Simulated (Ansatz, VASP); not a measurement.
InPd in VASP and in Ansatz

File POSCAR:

```
InPd
1.0
    3.2718847800      0.0000000000      0.0000000000
    0.0000000000      3.2718847800      0.0000000000
    0.0000000000      0.0000000000      3.2718847800
In Pd
1 1
Direct
    0.0000000000      0.0000000000      0.0000000000
    0.5000000000      0.5000000000      0.5000000000
```

File INCAR.step1:

```
ALGO = Normal
EDIFF = 1E-5
ENCUT = 520
GGA = PE
ISIF = 2
ISMEAR = -1
LASPH = True
LCHARG = False
LREAL = False
LWAVE = True
NBANDS = 18
NELM = 60
PREC = Accurate
SIGMA = 0.05
```

The input INCAR.step2:

```
AEXX = 0.2
AGGAC = 0.81
AGGAX = 0.72
ALDAC = 0.19
ALGO = Normal
EDIFF = 1E-6
ENCUT = 520
GGA = B3
ISIF = 2
ISMEAR = -1
ISTART = 1
LASPH = True
LCHARG = False
LHFCALC = True
LREAL = False
LWAVE = False
NBANDS = 18
NELM = 60
PREC = Accurate
PRECFOCK = Normal
SIGMA = 0.05
```

Contents of KPOINTS:

```
k-points
0
Gamma
  4 4 4
```

input

```
crystal:
  lattice:
    - [3.27188478, 0.0, 0.0]
    - [0.0, 3.27188478, 0.0]
    - [0.0, 0.0, 3.27188478]
  atoms:
    - { symbol: In, position: [0.0, 0.0, 0.0] }
    - { symbol: Pd, position: [0.5, 0.5, 0.5] }
hamiltonian:
  xc: b3lyp
  pseudopotentials: { kind: paw }
kpoints:
  mp_grid: { grid: [4, 4, 4] }
scf:
  occupations: { method: fermi_dirac, width: 0.05 }
output:
  forces: true
  stress: true
  eigenvalues: true
```

Alike in both runs: task single point; functional B3LYP; k mesh 4 × 4 × 4; occupations fermi-dirac, width 0.05 eV; no spin polarisation.

|  | VASP | Ansatz |
| --- | --- | --- |
| version | VASP 6.6.1 | Ansatz 0.2.0 |
| potentials or method | VASP PAW PBE potentials, release 64 (In_d, Pd) | Ansatz PAW |
| plane-wave cutoff (eV) | 520 | 420 |
| valence electrons in the cell | 23 | 31 |

VASP gave:

* gap on the k mesh at the Fermi level (eV): none
* pressure (GPa): 7.1

Problem. What did Ansatz give for the same quantities?

Solution. gap on the k mesh at the Fermi level (eV): none; pressure (GPa): 6.7.

VASP's potentials were made for PBE, not for B3LYP. A gap of «none» marks a metal or a gap that the smearing closes. VASP's potentials hold 23 valence electrons a cell and Ansatz's 31, so a difference there can come from the potentials and not from the codes.

The k mesh is coarse, so the values compare programs but aren't converged.
